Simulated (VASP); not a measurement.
# AlSn (P-6m2) in VASP: settings compared

The runs below take AlSn through single point, with PBEsol, RPBE, LDA.

Program: VASP 6.6.1. These are calculated values, not measurements. Logs are shortened: lines on timing, memory, paths and dates and some standing lists are left out, and cuts for length are marked.

## Step 1: The cell of the first run

It takes space group P-6m2 (No. 187, hexagonal). Conventional cell: a = 4.253 Å, b = 4.253 Å, c = 3.350 Å, α = 90.00°, β = 90.00°, γ = 120.00°. Sn (site symmetry -6m2) has 6 Al at 2.97 Å and 2 Sn at 3.35 Å within 3.9 Å. Within 3.9 Å of Al (site symmetry -6m2) lie 6 Sn at 2.97 Å and 2 Al at 3.35 Å.

## Step 2: Single point, PBEsol (volume scaled by 1.04)

INCAR

```
SYSTEM = AlSn
PREC = Accurate ; ENCUT = 520
EDIFF = 1E-6 ; ISMEAR = -1
SIGMA = 0.05 ; LREAL = .FALSE.
LASPH = .TRUE. ; NELM = 100
ALGO = Fast ; ISIF = 2
LWAVE = .FALSE. ; LCHARG = .FALSE.
GGA = PS ; NBANDS = 16
```

KPOINTS

```
regular mesh
0
G
  7 7 8
  0 0 0
```

POSCAR

```
AlSn
1.0
    4.2533501828      0.0000000000      0.0000000000
   -2.1266750913      3.6835093094      0.0000000000
    0.0000000000      0.0000000000      3.3503631350
Sn Al
1 1
Direct
    0.3333333333      0.6666666667      0.5000000000
    0.0000000000      0.0000000000      0.0000000000
```

Potentials or basis: VASP PAW PBE potentials, release 64 (Sn_d, Al).

Launch:

```bash
cat potpaw_PBE.64/Sn_d/POTCAR potpaw_PBE.64/Al/POTCAR > POTCAR
mpirun -np 1 vasp_std > vasp.out
```

OUTCAR:

```text
SYSTEM = AlSn
   PREC = Accurate
   ENCUT = 520
   EDIFF = 1E-6
   ISMEAR = -1
   LREAL = .FALSE.
   LASPH = .TRUE.
   NELM = 100
   ISIF = 2
   GGA = PS

 ion  position               nearest neighbor table
   1  0.333  0.667  0.500-   2 2.97   2 2.97   2 2.97   2 2.97   2 2.97   2 2.97
   2  0.000  0.000  0.000-   1 2.97   1 2.97   1 2.97   1 2.97   1 2.97   1 2.97

  LATTYP: Found a hexagonal cell.
 ALAT       =     4.2533501828
 C/A-ratio  =     0.7876998110

  Lattice vectors:

 A1 = (   4.2533501828,   0.0000000000,   0.0000000000)
 A2 = (  -2.1266750913,   3.6835093094,   0.0000000000)
 A3 = (   0.0000000000,   0.0000000000,   3.3503631350)

Analysis of symmetry for initial positions (statically):
=====================================================================
 Subroutine PRICEL returns:
 Original cell was already a primitive cell.

 Routine SETGRP: Setting up the symmetry group for a
 hexagonal supercell.

 Subroutine GETGRP returns: Found 12 space group operations
 (whereof 12 operations were pure point group operations)
 out of a pool of 24 trial point group operations.

The static configuration has the point symmetry D_3h.

Analysis of symmetry for dynamics (positions and initial velocities):
=====================================================================
 Subroutine PRICEL returns:
 Original cell was already a primitive cell.

 Routine SETGRP: Setting up the symmetry group for a
 hexagonal supercell.

 Subroutine GETGRP returns: Found 12 space group operations
 (whereof 12 operations were pure point group operations)
 out of a pool of 24 trial point group operations.

The dynamic configuration has the point symmetry D_3h.

 Subroutine INISYM returns: Found 12 space group operations
 (whereof 12 operations are pure point group operations),
 and found     1 'primitive' translations

----------------------------------------------------------------------------------------

                                     Primitive cell

  volume of cell :      52.4910

  direct lattice vectors                    reciprocal lattice vectors
     4.253350183  0.000000000  0.000000000     0.235108786  0.135740121  0.000000000
    -2.126675091  3.683509309  0.000000000     0.000000000  0.271480242  0.000000000
     0.000000000  0.000000000  3.350363135     0.000000000  0.000000000  0.298475108

  length of vectors
     4.253350183  4.253350183  3.350363135     0.271480242  0.271480242  0.298475108

  position of ions in fractional coordinates (direct lattice)
     0.333333333  0.666666667  0.500000000
     0.000000000  0.000000000  0.000000000

  ion indices of the primitive-cell ions
   primitive index   ion index
                 1           1
                 2           2

----------------------------------------------------------------------------------------

 KPOINTS: regular mesh

Automatic generation of k-mesh.
 Grid dimensions read from file:
 generate k-points for:    7    7    8

 Generating k-lattice:

  Cartesian coordinates                     Fractional coordinates (reciprocal lattice)
     0.033586969  0.019391446  0.000000000     0.142857143  0.000000000  0.000000000
     0.000000000  0.038782892  0.000000000     0.000000000  0.142857143  0.000000000
     0.000000000  0.000000000  0.037309389     0.000000000  0.000000000  0.125000000

  Length of vectors
     0.038782892  0.038782892  0.037309389

  Shift w.r.t. Gamma in fractional coordinates (k-lattice)
     0.000000000  0.000000000  0.000000000

 Subroutine IBZKPT returns following result:
 ===========================================

 Found     40 irreducible k-points:

 Following reciprocal coordinates:
            Coordinates               Weight
  0.000000  0.000000  0.000000      1.000000
  0.142857  0.000000  0.000000      6.000000
  0.285714  0.000000  0.000000      6.000000
  0.428571  0.000000  0.000000      6.000000
  0.142857  0.142857  0.000000      6.000000
  0.285714  0.142857  0.000000     12.000000
[... 16 lines left out ...]
  0.428571  0.142857  0.250000     12.000000
  0.285714  0.285714  0.250000     12.000000
 [... further k-points ...]
   k-points           NKPTS =     40   k-points in BZ     NKDIM =     40   number of bands    NBANDS=     16
   number of dos      NEDOS =    301   number of ions     NIONS =      2
   total plane-waves  NPLWV =  28672
   dimension x,y,z NGX =    32 NGY =   32 NGZ =   28
   dimension x,y,z NGXF=    64 NGYF=   64 NGZF=   56
   ions per type =               1   1
   NGX,Y,Z   is equivalent  to a cutoff of  12.51, 12.51, 13.89 a.u.
   NGXF,Y,Z  is equivalent  to a cutoff of  25.01, 25.01, 27.79 a.u.
 SYSTEM =  AlSn
   PREC   = accura    normal or accurate (medium, high low for compatibility)
   ISTART =      0    job   : 0-new  1-cont  2-samecut
   ICHARG =      2    charge: 1-file 2-atom 10-const
   ISPIN  =      1    spin polarized calculation?
   LNONCOLLINEAR =      F non collinear calculations
   LSORBIT =      F    spin-orbit coupling
   LASPH  =      T    aspherical Exc in radial PAW
   ENCUT  =  520.0 eV  38.22 Ry    6.18 a.u.   7.91  7.91  6.23*2*pi/ulx,y,z
   NELM   =    100;   NELMIN=  2; NELMDL= -5     # of ELM steps
   EDIFF  = 0.1E-05   stopping-criterion for ELM
   LREAL  =      F    real-space projection
   EDIFFG = 0.1E-04   stopping-criterion for IOM
   NSW    =      0    number of steps for IOM
   IBRION =     -1    ionic relax: 0-MD 1-quasi-New 2-CG
   NFREE  =      0    steps in history (QN), initial steepest desc. (CG)
   ISIF   =      2    stress and relaxation
   ISYM   =      2    0-nonsym 1-usesym 2-fastsym
   POTIM  = 0.5000    time-step for ionic-motion
   TEBEG  =    0.0;   TEEND  =   0.0 temperature during run
   PSTRESS=    0.0 pullay stress
   NELECT =      17.0000    total number of electrons
   NUPDOWN=      -1.0000    fix difference up-down
   EMIN   =  10.00;   EMAX   =-10.00  energy-range for DOS
   EFERMI =   0.00;   METHOD = LEGACY
   ISMEAR =    -1;   SIGMA  =   0.05  broadening in eV -4-tet -1-fermi 0-gaus
   EFERMI_NEDOS =   21; number of points for ismear=-14 and -15
   IALGO  =     68    algorithm
   IMIX   =      4    mixing-type and parameters
     AMIX     =   0.40;   BMIX     =  1.00
     AMIX_MAG =   1.60;   BMIX_MAG =  1.00
  volume/ion in A,a.u.               =      26.25       177.11
  Fermi-wavevector in a.u.,A,eV,Ry     =   1.124250  2.124524 17.196920  1.263938
  Thomas-Fermi vector in A             =   2.260921
   LORBIT       =      0    0 simple, 1 ext, 2 COOP (PROOUT), +10 PAW based schemes
   GGA     = PS    functional components
   LHFCALC =     F    Hartree Fock is set to
   AEXX    =    0.0000 exact exchange contribution
   IVDW    =     0    specifies the selected vdW correction
   LEPSILON=     F    determine dielectric tensor
   LRPA    =     F    only Hartree local field effects (RPA)
 non-spin polarized calculation
 RMM-DIIS sequential band-by-band and
  energy-cutoff  :      520.00
  volume of cell :       52.49
 maximum number of plane-waves:      1440
 NGX is ok and might be reduce to    32
   NGX = 15   NGY = 15   NGZ = 13

 number of electron      17.0000003 magnetization

 Free energy of the ion-electron system (eV)
  ---------------------------------------------------
  ext. energy  EPLUGINS =         0.00000000
  ---------------------------------------------------
  free energy    TOTEN  =        -7.93219657 eV

  energy without entropy =       -7.92858633  energy(sigma->0) =       -7.93039145

 E-fermi :   5.9012     XC(G=0):  -9.5255

 val. band max:        5.8022571806   @ k =   0.2857   0.2857   0.2500
 cond. band min:       5.9357671074   @ k =   0.0000   0.0000   0.1250
 fundamental gap:      0.1335099268
 Fermi energy:         5.9011958904

 k-point     1 :       0.0000    0.0000    0.0000
  band No.  band energies     occupation
      1     -15.3146      2.00000
      2     -15.2218      2.00000
      3     -15.2218      2.00000
      4     -15.2041      2.00000
      5     -15.2041      2.00000
      6      -4.2924      2.00000
[... 8 lines left out ...]
     15      16.9923      0.00000
     16      18.5313      0.00000

 k-point     2 :       0.1429    0.0000    0.0000
  band No.  band energies     occupation
      1     -15.3132      2.00000
      2     -15.2222      2.00000
      3     -15.2186      2.00000
      4     -15.2051      2.00000
      5     -15.2044      2.00000
      6      -4.0895      2.00000
[... 8 lines left out ...]
     15      15.6828      0.00000
     16      18.0196      0.00000

 k-point     3 :       0.2857    0.0000    0.0000
  band No.  band energies     occupation
      1     -15.3103      2.00000
      2     -15.2230      2.00000
      3     -15.2114      2.00000
      4     -15.2075      2.00000
      5     -15.2050      2.00000
      6      -3.5071      2.00000
[... 8 lines left out ...]
     15      15.3004      0.00000
     16      17.1251      0.00000

 k-point     4 :       0.4286    0.0000    0.0000
  band No.  band energies     occupation
      1     -15.3080      2.00000
      2     -15.2235      2.00000
      3     -15.2093      2.00000
      4     -15.2056      2.00000
      5     -15.2055      2.00000
      6      -2.7347      2.00000
[... 8 lines left out ...]
     15      15.0274      0.00000
     16      16.7500      0.00000
[... 324 lines left out ...]
 k-point    22 :       0.2857    0.1429    0.2500
  band No.  band energies     occupation
      1     -15.2396      2.00000
      2     -15.2352      2.00000
      3     -15.2293      2.00000
      4     -15.2167      2.00000
      5     -15.2054      2.00000
      6      -2.1421      2.00000
[... 8 lines left out ...]
     15      16.0984      0.00000
     16      17.4523      0.00000

 k-point    23 :       0.4286    0.1429    0.2500
  band No.  band energies     occupation
      1     -15.2408      2.00000
      2     -15.2357      2.00000
      3     -15.2288      2.00000
      4     -15.2151      2.00000
      5     -15.2035      2.00000
      6      -1.6077      2.00000
[... 8 lines left out ...]
     15      16.1874      0.00000
     16      18.2736      0.00000

 k-point    24 :       0.2857    0.2857    0.2500
  band No.  band energies     occupation
      1     -15.2399      2.00000
      2     -15.2371      2.00000
      3     -15.2264      2.00000
      4     -15.2137      2.00000
      5     -15.2063      2.00000
      6      -1.5034      2.00000
[... 8 lines left out ...]
     15      17.8447      0.00000
     16      17.8984      0.00000

 [... further k-points ...]

------------------------ aborting loop because EDIFF is reached ----------------------------------------

  FORCE on cell =-STRESS in cart. coord.  units (eV):
  Direction    XX          YY          ZZ          XY          YZ          ZX
  --------------------------------------------------------------------------------------
  -------------------------------------------------------------------------------------
  Total       -1.1199814     -1.1199814     -1.2328030     -0.0000000      0.0000000      0.0000000
  in kB      -34.1850812    -34.1850812    -37.6287224     -0.0000000      0.0000000      0.0000000
  external PRESSURE =     -35.3329616 kB  Pullay stress =       0.0000000 kB

 VOLUME and BASIS-vectors are now :
 -----------------------------------------------------------------------------
  energy-cutoff  :      520.00
  volume of cell :       52.49
      direct lattice vectors                 reciprocal lattice vectors
     4.253350183  0.000000000  0.000000000     0.235108786  0.135740121  0.000000000
    -2.126675091  3.683509309  0.000000000     0.000000000  0.271480242  0.000000000
     0.000000000  0.000000000  3.350363135     0.000000000  0.000000000  0.298475108

 POSITION                                       TOTAL-FORCE (eV/Angst)
 -----------------------------------------------------------------------------------
     -0.00000      2.45567      1.67518         0.000000      0.000000      0.000000
      0.00000      0.00000      0.00000        -0.000000      0.000000      0.000000
 -----------------------------------------------------------------------------------
    total drift:                                0.000000     -0.000000     -0.000000

  FREE ENERGIE OF THE ION-ELECTRON SYSTEM (eV)
  ---------------------------------------------------
  free  energy   TOTEN  =        -7.9321965714 eV

  energy  without entropy=       -7.9285863336  energy(sigma->0) =       -7.93039145
```

It took 53 s on 1 thread of AMD EPYC 7R13, shared host; peak memory 0.16 GiB.

What came out:

| Item | Value |
| --- | --- |
| Free energy | -7.9322 eV |
| Pressure | -3.5 GPa |

Caveat: the PAW data sets were made with another functional, which shifts forces and pressure a little; spin-orbit coupling is left out, which moves the levels of the heavy elements.

(Continued in part 2 of 2.)
